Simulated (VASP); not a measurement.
Write the native input for VASP 6.6.1 that does the following.

* Task: single point
* Functional: PBE
* Potentials or basis: VASP PAW PBE potentials, release 64 (Cr_pv, Cd)
* Cutoff: 520 eV
* k mesh: 12 × 12 × 12
* Occupations: gaussian, width 0.1 eV
* Spin: no spin polarisation
* Dipole correction: no
* Further INCAR settings: ALGO = Fast; EDIFF = 1e-06; NBANDS = 32

The structure of Cr3Cd lies in POSCAR:

```
Cr3Cd
1.0
    3.7832837697      0.0000000000      0.0000000000
    0.0000000000      3.7832837697      0.0000000000
    0.0000000000      0.0000000000      3.7832837697
Cr Cd
3 1
Direct
    0.0000000000      0.5000000000      0.5000000000
    0.5000000000      0.0000000000      0.5000000000
    0.5000000000      0.5000000000      0.0000000000
    0.0000000000      0.0000000000      0.0000000000
```

These files were run (other wordings do the same):

INCAR

```
SYSTEM = Cr3Cd
PREC = Accurate
ENCUT = 520
EDIFF = 1E-6
ISMEAR = 0
SIGMA = 0.1
LREAL = .FALSE.
LASPH = .TRUE.
NELM = 80
ALGO = Fast
ISIF = 2
LWAVE = .FALSE.
LCHARG = .FALSE.
GGA = PE
NBANDS = 32
```

KPOINTS

```
regular mesh
0
G
  12 12 12
  0 0 0
```

Potentials or basis: VASP PAW PBE potentials, release 64 (Cr_pv, Cd).

Run with:

```console
$ cat potpaw_PBE.64/Cr_pv/POTCAR potpaw_PBE.64/Cd/POTCAR > POTCAR
$ mpirun -np 1 vasp_std > vasp.out
```

It gave:

```
Pressure               : 0.6 GPa
Band gap on the k mesh : zero (bands 24 and 25 overlap by 1.18 eV)
```

Caveat: the run has no spin polarisation, though such a crystal can be magnetic.

It took 3.1 min on 1 thread of Oxide Virtual Turin-like Processor, on a shared host, peak memory 0.21 GiB.
